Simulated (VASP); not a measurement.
# PtS2 (P-3m1) in VASP: notebook

Runs on PtS2. Level: r2SCAN. Tasks: single point.

Everything below comes from runs of VASP 6.6.1. Logs are shortened: lines on timing, memory, paths and dates and some standing lists are left out, and cuts for length are marked.

## Step 1: The cell of the first run

Symmetry: P-3m1, No. 164, trigonal system. Conventional cell: a = 3.567 Å, b = 3.567 Å, c = 5.072 Å, α = 90.00°, β = 90.00°, γ = 120.00°. Within 3.1 Å of Pt (site symmetry -3m) lie 6 S at 2.36 Å. S (site symmetry 3m) has 3 Pt at 2.36 Å and 3 S at 3.09 Å within 3.1 Å.

## Step 2: Single point, r2SCAN

The input, POSCAR:

```
PtS2
1.0
    3.5666655845      0.0000000000      0.0000000000
   -1.7833327923      3.0888230030      0.0000000000
    0.0000000000      0.0000000000      5.0721705089
Pt S
1 2
Direct
    0.0000000000      0.0000000000      0.0000000000
    0.6666666667      0.3333333333      0.7730000000
    0.3333333333      0.6666666667      0.2270000000
```

The input, INCAR.step1:

```
SYSTEM = PtS2
PREC = Accurate ; ENCUT = 520
ISMEAR = -1 ; SIGMA = 0.05
LREAL = .False. ; LASPH = .True.
NELM = 60 ; NBANDS = 18
GGA = PE ; ALGO = Normal
EDIFF = 1E-4 ; LWAVE = .True.
LCHARG = .False.
```

The input, INCAR.step2:

```
SYSTEM = PtS2
PREC = Accurate ; ENCUT = 520
EDIFF = 1E-7 ; ISMEAR = -1
SIGMA = 0.05 ; LREAL = .False.
LASPH = .True. ; NELM = 60
ALGO = Normal ; ISIF = 2
LWAVE = .False. ; LCHARG = .False.
METAGGA = R2SCAN ; LMIXTAU = .True.
NBANDS = 18 ; ISTART = 1
```

The input, KPOINTS:

```
Automatic mesh
0
Gamma
  9 9 5
  0 0 0
```

Potentials or basis: VASP PAW PBE potentials, release 64 (Pt, S).

Run with:

```sh
$ cat potpaw_PBE.64/Pt/POTCAR potpaw_PBE.64/S/POTCAR > POTCAR
$ cp INCAR.step1 INCAR
$ mpirun -np 1 vasp_std > vasp.out
$ cp INCAR.step2 INCAR
$ mpirun -np 1 vasp_std > vasp.out
```

OUTCAR:

```text
SYSTEM = PtS2
   PREC = Accurate
   ENCUT = 520
   EDIFF = 1E-7
   ISMEAR = -1
   LREAL = .False.
   LASPH = .True.
   NELM = 60
   ISIF = 2
   METAGGA = R2SCAN
   ISTART = 1

 ion  position               nearest neighbor table
   1  0.000  0.000  0.000-   2 2.36   3 2.36   2 2.36   3 2.36   2 2.36   3 2.36
   2  0.667  0.333  0.773-   1 2.36   1 2.36   1 2.36
   3  0.333  0.667  0.227-   1 2.36   1 2.36   1 2.36

  LATTYP: Found a hexagonal cell.
 ALAT       =     3.5666655845
 C/A-ratio  =     1.4221043125

  Lattice vectors:

 A1 = (   3.5666655845,   0.0000000000,   0.0000000000)
 A2 = (  -1.7833327923,   3.0888230030,   0.0000000000)
 A3 = (   0.0000000000,   0.0000000000,   5.0721705089)

Analysis of symmetry for initial positions (statically):
=====================================================================
 Subroutine PRICEL returns:
 Original cell was already a primitive cell.

 Routine SETGRP: Setting up the symmetry group for a
 hexagonal supercell.

 Subroutine GETGRP returns: Found 12 space group operations
 (whereof 12 operations were pure point group operations)
 out of a pool of 24 trial point group operations.

The static configuration has the point symmetry D_3d.

Analysis of symmetry for dynamics (positions and initial velocities):
=====================================================================
 Subroutine PRICEL returns:
 Original cell was already a primitive cell.

 Routine SETGRP: Setting up the symmetry group for a
 hexagonal supercell.

 Subroutine GETGRP returns: Found 12 space group operations
 (whereof 12 operations were pure point group operations)
 out of a pool of 24 trial point group operations.

The dynamic configuration has the point symmetry D_3d.

 Subroutine INISYM returns: Found 12 space group operations
 (whereof 12 operations are pure point group operations),
 and found     1 'primitive' translations

----------------------------------------------------------------------------------------

                                     Primitive cell

  volume of cell :      55.8791

  direct lattice vectors                    reciprocal lattice vectors
     3.566665584  0.000000000  0.000000000     0.280373917  0.161873956  0.000000000
    -1.783332792  3.088823003  0.000000000     0.000000000  0.323747913  0.000000000
     0.000000000  0.000000000  5.072170509     0.000000000  0.000000000  0.197154255

  length of vectors
     3.566665584  3.566665585  5.072170509     0.323747913  0.323747913  0.197154255

  position of ions in fractional coordinates (direct lattice)
     0.000000000  0.000000000  0.000000000
     0.666666667  0.333333333  0.773000000
     0.333333333  0.666666667  0.227000000

  ion indices of the primitive-cell ions
   primitive index   ion index
                 1           1
                 2           2
                 3           3

----------------------------------------------------------------------------------------

 KPOINTS: Automatic mesh

Automatic generation of k-mesh.
 Grid dimensions read from file:
 generate k-points for:    9    9    5

 Generating k-lattice:

  Cartesian coordinates                     Fractional coordinates (reciprocal lattice)
     0.031152657  0.017985995  0.000000000     0.111111111  0.000000000  0.000000000
     0.000000000  0.035971990  0.000000000     0.000000000  0.111111111  0.000000000
     0.000000000  0.000000000  0.039430851     0.000000000  0.000000000  0.200000000

  Length of vectors
     0.035971990  0.035971990  0.039430851

  Shift w.r.t. Gamma in fractional coordinates (k-lattice)
     0.000000000  0.000000000  0.000000000

 Subroutine IBZKPT returns following result:
 ===========================================

 Found     50 irreducible k-points:

 Following reciprocal coordinates:
            Coordinates               Weight
  0.000000  0.000000  0.000000      1.000000
  0.111111  0.000000  0.000000      6.000000
  0.222222  0.000000  0.000000      6.000000
  0.333333  0.000000  0.000000      6.000000
  0.444444  0.000000  0.000000      6.000000
  0.111111  0.111111  0.000000      6.000000
[... 16 lines left out ...]
  0.222222  0.111111  0.200000     12.000000
 -0.111111  0.333333  0.200000     12.000000
 [... further k-points ...]
   k-points           NKPTS =     50   k-points in BZ     NKDIM =     50   number of bands    NBANDS=     18
   number of dos      NEDOS =    301   number of ions     NIONS =      3
   total plane-waves  NPLWV =  31360
   dimension x,y,z NGX =    28 NGY =   28 NGZ =   40
   dimension x,y,z NGXF=    56 NGYF=   56 NGZF=   80
   ions per type =               1   2
   NGX,Y,Z   is equivalent  to a cutoff of  13.05, 13.05, 13.11 a.u.
   NGXF,Y,Z  is equivalent  to a cutoff of  26.10, 26.10, 26.22 a.u.
 SYSTEM =  PtS2
   PREC   = accura    normal or accurate (medium, high low for compatibility)
   ISTART =      1    job   : 0-new  1-cont  2-samecut
   ICHARG =      0    charge: 1-file 2-atom 10-const
   ISPIN  =      1    spin polarized calculation?
   LNONCOLLINEAR =      F non collinear calculations
   LSORBIT =      F    spin-orbit coupling
   LASPH  =      T    aspherical Exc in radial PAW
   ENCUT  =  520.0 eV  38.22 Ry    6.18 a.u.   6.63  6.63  9.43*2*pi/ulx,y,z
   NELM   =     60;   NELMIN=  2; NELMDL=  0     # of ELM steps
   EDIFF  = 0.1E-06   stopping-criterion for ELM
   LREAL  =      F    real-space projection
   EDIFFG = 0.1E-05   stopping-criterion for IOM
   NSW    =      0    number of steps for IOM
   IBRION =     -1    ionic relax: 0-MD 1-quasi-New 2-CG
   NFREE  =      0    steps in history (QN), initial steepest desc. (CG)
   ISIF   =      2    stress and relaxation
   ISYM   =      2    0-nonsym 1-usesym 2-fastsym
   POTIM  = 0.5000    time-step for ionic-motion
   TEBEG  =    0.0;   TEEND  =   0.0 temperature during run
   PSTRESS=    0.0 pullay stress
   NELECT =      22.0000    total number of electrons
   NUPDOWN=      -1.0000    fix difference up-down
   EMIN   =  10.00;   EMAX   =-10.00  energy-range for DOS
   EFERMI =   0.00;   METHOD = LEGACY
   ISMEAR =    -1;   SIGMA  =   0.05  broadening in eV -4-tet -1-fermi 0-gaus
   EFERMI_NEDOS =   21; number of points for ismear=-14 and -15
   IALGO  =     38    algorithm
   IMIX   =      4    mixing-type and parameters
     AMIX     =   0.40;   BMIX     =  1.00
     AMIX_MAG =   1.60;   BMIX_MAG =  1.00
  volume/ion in A,a.u.               =      18.63       125.70
  Fermi-wavevector in a.u.,A,eV,Ry     =   1.199866  2.267417 19.588004  1.439678
  Thomas-Fermi vector in A             =   2.335717
   LORBIT       =      0    0 simple, 1 ext, 2 COOP (PROOUT), +10 PAW based schemes
   METAGGA = R2SCAN    functional components
   LHFCALC =     F    Hartree Fock is set to
   AEXX    =    0.0000 exact exchange contribution
   IVDW    =     0    specifies the selected vdW correction
   LEPSILON=     F    determine dielectric tensor
   LRPA    =     F    only Hartree local field effects (RPA)
 non-spin polarized calculation
  energy-cutoff  :      520.00
  volume of cell :       55.88
 maximum number of plane-waves:      1531
 NGX is ok and might be reduce to    28
   NGX = 13   NGY = 13   NGZ = 19

 number of electron      21.9999998 magnetization

 Free energy of the ion-electron system (eV)
  ---------------------------------------------------
  ext. energy  EPLUGINS =         0.00000000
  ---------------------------------------------------
  free energy    TOTEN  =       -68.79227878 eV

  energy without entropy =      -68.79227764  energy(sigma->0) =      -68.79227821

 E-fermi :   6.7864     XC(G=0): -11.1725

 val. band max:        6.2222679640   @ k =   0.0000   0.2222   0.2000
 cond. band min:       7.3884025722   @ k =   0.0000   0.3333   0.2000
 fundamental gap:      1.1661346082
 Fermi energy:         6.7864224231

 k-point     1 :       0.0000    0.0000    0.0000
  band No.  band energies     occupation
      1      -9.7902      2.00000
      2      -6.5552      2.00000
      3      -0.8894      2.00000
      4      -0.8894      2.00000
      5      -0.7705      2.00000
      6       2.1879      2.00000
[... 10 lines left out ...]
     17      14.6456      0.00000
     18      18.8541      0.00000

 k-point     2 :       0.1111    0.0000    0.0000
  band No.  band energies     occupation
      1      -9.6235      2.00000
      2      -6.6595      2.00000
      3      -0.7748      2.00000
      4      -0.7545      2.00000
      5      -0.5999      2.00000
      6       1.9527      2.00000
[... 10 lines left out ...]
     17      15.1721      0.00000
     18      17.7856      0.00000

 k-point     3 :       0.2222    0.0000    0.0000
  band No.  band energies     occupation
      1      -9.1566      2.00000
      2      -6.9111      2.00000
      3      -0.4800      2.00000
      4      -0.4747      2.00000
      5      -0.0771      2.00000
      6       1.1978      2.00000
[... 10 lines left out ...]
     17      16.0896      0.00000
     18      16.1827      0.00000

 k-point     4 :       0.3333    0.0000    0.0000
  band No.  band energies     occupation
      1      -8.5064      2.00000
      2      -7.1936      2.00000
      3      -0.6230      2.00000
      4      -0.1717      2.00000
      5       0.6198      2.00000
      6       0.7481      2.00000
[... 375 lines left out ...]
      4      -0.5738      2.00000
      5       0.1743      2.00000
      6       1.5873      2.00000
[... 10 lines left out ...]
     17      16.0713      0.00000
     18      16.1831      0.00000

 k-point    23 :       0.2222    0.1111    0.2000
  band No.  band energies     occupation
      1      -8.6533      2.00000
      2      -7.2231      2.00000
      3      -0.4363      2.00000
      4      -0.2941      2.00000
      5       0.3066      2.00000
      6       1.1788      2.00000
[... 10 lines left out ...]
     17      16.0848      0.00000
     18      16.4555      0.00000

 k-point    24 :      -0.1111    0.3333    0.2000
  band No.  band energies     occupation
      1      -8.6794      2.00000
      2      -7.1692      2.00000
      3      -0.6234      2.00000
      4      -0.3459      2.00000
      5       0.4626      2.00000
      6       0.9477      2.00000
[... 10 lines left out ...]
     17      15.2914      0.00000
     18      17.3093      0.00000

 [... further k-points ...]
[... 5 lines left out ...]
  --------------------------------------------------------------------------------------
  -------------------------------------------------------------------------------------
  Total        1.8489879      1.8489879      2.4265388     -0.0000000      0.0000000     -0.0000000
  in kB       53.0145879     53.0145879     69.5742561     -0.0000000      0.0000000     -0.0000000
  external PRESSURE =      58.5344773 kB  Pullay stress =       0.0000000 kB

 VOLUME and BASIS-vectors are now :
 -----------------------------------------------------------------------------
  energy-cutoff  :      520.00
  volume of cell :       55.88
      direct lattice vectors                 reciprocal lattice vectors
     3.566665584  0.000000000  0.000000000     0.280373917  0.161873956  0.000000000
    -1.783332792  3.088823003  0.000000000     0.000000000  0.323747913  0.000000000
     0.000000000  0.000000000  5.072170509     0.000000000  0.000000000  0.197154255

 POSITION                                       TOTAL-FORCE (eV/Angst)
 -----------------------------------------------------------------------------------
      0.00000      0.00000      0.00000        -0.000000      0.000000      0.000000
      1.78333      1.02961      3.92079         0.000000      0.000000     -0.908726
     -0.00000      2.05922      1.15138         0.000000     -0.000000      0.908726
 -----------------------------------------------------------------------------------
    total drift:                                0.000000     -0.000000      0.000000

  FREE ENERGIE OF THE ION-ELECTRON SYSTEM (eV)
  ---------------------------------------------------
  free  energy   TOTEN  =       -68.7922787839 eV

  energy  without entropy=      -68.7922776376  energy(sigma->0) =      -68.79227821
```

Run time: 2.6 min. Hardware: 1 thread of Intel Xeon Platinum 8375C at 2.90GHz (Ice Lake), shared host; peak memory 0.21 GiB.

Results:

```
Free energy            : -68.7923 eV
Pressure               : 5.9 GPa
Largest force          : 0.909 eV/Å
Band gap on the k mesh : 1.17 eV, indirect (least direct gap 1.23 eV)
```

Forces on the atoms (eV/Å):
```
Pt   0.000  0.000  0.000
S    0.000  0.000 -0.909
S    0.000  0.000  0.909
```

Levels at points of the mesh, in eV from the valence-band top:
```tsv
k point	band 7	band 8	band 9	band 10	band 11	band 12	band 13	band 14	band 15	band 16
(0.00, 0.00, 0.00)	-4.03	-1.83	-1.15	-1.15	-0.07	2.59	2.59	5.27	6.23	8.42
```

Caveat: the PAW data sets were made with another functional, which shifts forces and pressure a little; spin-orbit coupling is left out, which moves the levels of the heavy elements.

## Step 3: Single point, r2SCAN

This run uses another cell than the first one, of 18.99 Å³/atom, 1.020 times its volume.

The input, POSCAR:

```
PtS2
1.0
    3.5898263996      0.0000000000      0.0000000000
   -1.7949131998      3.1088808573      0.0000000000
    0.0000000000      0.0000000000      5.1051076040
Pt S
1 2
Direct
    0.0000000000      0.0000000000      0.0000000000
    0.6666666667      0.3333333333      0.7730000000
    0.3333333333      0.6666666667      0.2270000000
```

The input, INCAR.step1:

```
SYSTEM = PtS2
  PREC = Accurate
  ENCUT = 520
  ISMEAR = -1
  SIGMA = 0.05
  LREAL = .False.
  LASPH = .True.
  NELM = 100
  NBANDS = 18
  GGA = PE
  ALGO = Normal
  EDIFF = 1E-4
  LWAVE = .True.
  LCHARG = .False.
```

The input, INCAR.step2:

```
SYSTEM = PtS2
  PREC = Accurate
  ENCUT = 520
  EDIFF = 1E-7
  ISMEAR = -1
  SIGMA = 0.05
  LREAL = .False.
  LASPH = .True.
  NELM = 100
  ALGO = Normal
  ISIF = 2
  LWAVE = .False.
  LCHARG = .False.
  METAGGA = R2SCAN
  LMIXTAU = .True.
  NBANDS = 18
  ISTART = 1
```

The input, KPOINTS:

```
regular mesh
0
Gamma
  9 9 5
  0 0 0
```

Potentials or basis: VASP PAW PBE potentials, release 64 (Pt, S).

Run with:

```sh
$ cat potpaw_PBE.64/Pt/POTCAR potpaw_PBE.64/S/POTCAR > POTCAR
$ cp INCAR.step1 INCAR
$ mpirun -np 1 vasp_std > vasp.out
$ cp INCAR.step2 INCAR
$ mpirun -np 1 vasp_std > vasp.out
```

Wall time 2.6 min (1 thread of Intel Xeon Platinum 8375C at 2.90GHz (Ice Lake), shared host); peak memory 0.21 GiB.

It converged, with:

```yaml
Free_energy: -68.8222 eV
Pressure: 2.8 GPa
Largest_force: 0.630 eV/Å
Band_gap_on_the_k_mesh: 1.14 eV, indirect (least direct gap 1.21 eV)
```

Forces in eV/Å, atoms in the order of the input:
```
Pt   0.000  0.000  0.000
S    0.000  0.000 -0.630
S    0.000  0.000  0.630
```

Stress tensor (GPa, compression positive):
```
1.84 0.00 0.00
0.00 1.84 0.00
0.00 0.00 4.79
```

Levels at points of the mesh, in eV from the valence-band top:
```
           k point  band 9  band 10  band 11  band 12  band 13  band 14
(0.00, 0.00, 0.00)   -1.12    -1.12    -0.05     2.54     2.54     5.30
```

Caveat: the PAW data sets were made with another functional, which shifts forces and pressure a little; spin-orbit coupling is left out, which moves the levels of the heavy elements.

## Step 4: Single point, r2SCAN

This run uses another cell than the first one, of 19.36 Å³/atom, 1.039 times its volume.

The input, POSCAR:

```
PtS2
1.0
    3.6126921524      0.0000000000      0.0000000000
   -1.8063460762      3.1286831800      0.0000000000
    0.0000000000      0.0000000000      5.1376250896
Pt S
1 2
Direct
    0.0000000000      0.0000000000      0.0000000000
    0.6666666667      0.3333333333      0.7730000000
    0.3333333333      0.6666666667      0.2270000000
```

The input, INCAR.step1:

```
SYSTEM = PtS2
  ALGO = Normal
  EDIFF = 1E-4
  ENCUT = 520
  GGA = PE
  ISMEAR = -1
  LASPH = .True.
  LCHARG = .False.
  LREAL = .False.
  LWAVE = .True.
  NBANDS = 18
  NELM = 80
  PREC = Accurate
  SIGMA = 0.05
```

The input, INCAR.step2:

```
SYSTEM = PtS2
  ALGO = Normal
  EDIFF = 1E-6
  ENCUT = 520
  ISIF = 2
  ISMEAR = -1
  ISTART = 1
  LASPH = .True.
  LCHARG = .False.
  LMIXTAU = .True.
  LREAL = .False.
  LWAVE = .False.
  METAGGA = R2SCAN
  NBANDS = 18
  NELM = 80
  PREC = Accurate
  SIGMA = 0.05
```

The input, KPOINTS:

```
k-points
0
Gamma
  9 9 5
  0 0 0
```

Run with:

```sh
$ cat potpaw_PBE.64/Pt/POTCAR potpaw_PBE.64/S/POTCAR > POTCAR
$ cp INCAR.step1 INCAR
$ mpirun -np 1 vasp_std > vasp.out
$ cp INCAR.step2 INCAR
$ mpirun -np 1 vasp_std > vasp.out
```

Run time: 2.3 min. Hardware: 1 thread of Intel Xeon Platinum 8375C at 2.90GHz (Ice Lake), shared host; peak memory 0.21 GiB.

Results (log left out):

```
Free energy            : -68.8324 eV
Pressure               : 0.1 GPa
Largest force          : 0.373 eV/Å
Band gap on the k mesh : 1.11 eV, indirect (least direct gap 1.18 eV)
```

Forces in eV/Å, atoms in the order of the input:
```
Pt   0.000  0.000  0.000
S    0.000  0.000 -0.373
S    0.000  0.000  0.373
```

Stress tensor (GPa, compression positive):
```
-1.26  0.00  0.00
 0.00 -1.26  0.00
 0.00  0.00  2.84
```

Levels at points of the mesh, in eV from the valence-band top:
```
           k point  band 8  band 9  band 10  band 11  band 12  band 13  band 14  band 15
(0.00, 0.00, 0.00)   -1.76   -1.11    -1.11    -0.04     2.48     2.48     5.32     5.91
```

Caveat: the PAW data sets were made with another functional, which shifts forces and pressure a little; spin-orbit coupling is left out, which moves the levels of the heavy elements. A k mesh can miss the band edges.

## Step 5: The runs side by side

| cell | gap on the mesh (eV) | pressure (GPa) | largest force (eV/Å) |
| --- | --- | --- | --- |
| a = 3.567, b = 3.567, c = 5.072 Å, angles 90.0, 90.0, 120.0°, 3 atoms | 1.17 | 5.9 | 0.91 |
| a = 3.590, b = 3.590, c = 5.105 Å, angles 90.0, 90.0, 120.0°, 3 atoms | 1.14 | 2.8 | 0.63 |
| a = 3.613, b = 3.613, c = 5.138 Å, angles 90.0, 90.0, 120.0°, 3 atoms | 1.11 | 0.1 | 0.37 |

Alike in all rows: task single point; level r2SCAN; potentials or basis VASP PAW PBE potentials, release 64 (Pt, S); no spin polarisation; k mesh 9 × 9 × 5; cutoff (eV) 520; smearing fermi-dirac 0.05 eV.

Caveats: the PAW data sets were made with another functional, which shifts forces and pressure a little; spin-orbit coupling is left out, which moves the levels of the heavy elements.

Total energies depend on the potentials used, so only differences within one code and one set of settings carry meaning.
